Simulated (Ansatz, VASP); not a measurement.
## La2In8Rh: VASP beside Ansatz

```
La In Rh
1.0
     4.69800    0.00000    0.00000
     0.00000    4.69800    0.00000
     0.00000    0.00000   12.34400
La In Rh
2 8 1
Cartesian
  0.0000 0.0000 3.7835
  0.0000 0.0000 8.5605
  2.3490 0.0000 6.1720
  0.0000 2.3490 6.1720
  2.3490 0.0000 1.4750
  0.0000 2.3490 1.4750
  2.3490 0.0000 10.8690
  0.0000 2.3490 10.8690
  2.3490 2.3490 3.8010
  2.3490 2.3490 8.5430
  0.0000 0.0000 0.0000
```

Alike in both runs: functional PBE; k mesh 7 × 7 × 3; occupations fermi-dirac, width 0.05 eV; no spin polarisation.

Ansatz relaxed the structure, and its values are those at the end. VASP's run is a single point on that final structure, the one shown.

```csv
,VASP,Ansatz
version,VASP 6.6.1,Ansatz 0.2.0
potentials or method,"VASP PAW PBE potentials, release 64 (La, In_d, Rh_pv)","plane-wave PAW, scalar-relativistic"
plane-wave cutoff (eV),520,420
valence electrons in the cell,141,143
```

```csv
,VASP,Ansatz,Ansatz less VASP
pressure (GPa),2.6,2.6,+0.03
```

VASP's potentials hold 141 valence electrons a cell and Ansatz's 143, so a difference there can come from the potentials and not from the codes. Ansatz's warnings: stress scf threshold loose.

Neither program's run includes spin-orbit coupling.
